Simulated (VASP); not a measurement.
Set up this calculation in VASP 6.6.1, as the native input.

| Quantity | Value |
| --- | --- |
| Task | single point |
| Functional | revPBE |
| Potentials or basis | VASP PAW PBE potentials, release 64 (Pt) |
| Cutoff | 520 eV |
| k mesh | 16 × 16 × 16 |
| Occupations | fermi-dirac, width 0.1 eV |
| Spin | no spin polarisation |
| Dipole correction | no |
| Further INCAR settings | ALGO = Normal; EDIFF = 1e-06; NBANDS = 11 |

The structure of Pt lies in POSCAR:

```
Pt
1.0
   -1.5676044979      1.5676044979      1.5676044979
    1.5676044979     -1.5676044979      1.5676044979
    1.5676044979      1.5676044979     -1.5676044979
Pt
1
Direct
    0.0000000000      0.0000000000      0.0000000000
```

This cell differs from its parent crystal: volume scaled by 0.96.

These files were run (other wordings do the same):

INCAR

```
SYSTEM = Pt
  PREC = Accurate
  ENCUT = 520
  EDIFF = 1E-6
  ISMEAR = -1
  SIGMA = 0.1
  LREAL = .False.
  LASPH = .True.
  NELM = 100
  ALGO = Normal
  ISIF = 2
  LWAVE = .False.
  LCHARG = .True.
  GGA = RE
  LELF = .True.
  LVHAR = .True.
  NBANDS = 11
```

KPOINTS

```
Automatic mesh
0
Gamma
  16 16 16
  0 0 0
```

Potentials or basis: VASP PAW PBE potentials, release 64 (Pt).

Run with:

```bash
$ cat potpaw_PBE.64/Pt/POTCAR > POTCAR
$ mpirun -np 1 vasp_std > vasp.out
```

Results of the run:

```
Pressure               : 9.7 GPa
Band gap on the k mesh : zero (band 5 reaches 11.79 eV, above the bottom of band 6 at 9.52 eV)
```

Caveat: the PAW data sets were made with another functional, which shifts forces and pressure a little; spin-orbit coupling is left out, which moves the levels of the heavy elements.

Wall time 29 s on 1 thread of AMD EPYC 7R43 64-Core Processor (Zen 3), with other jobs on the host, peak memory 0.11 GiB.
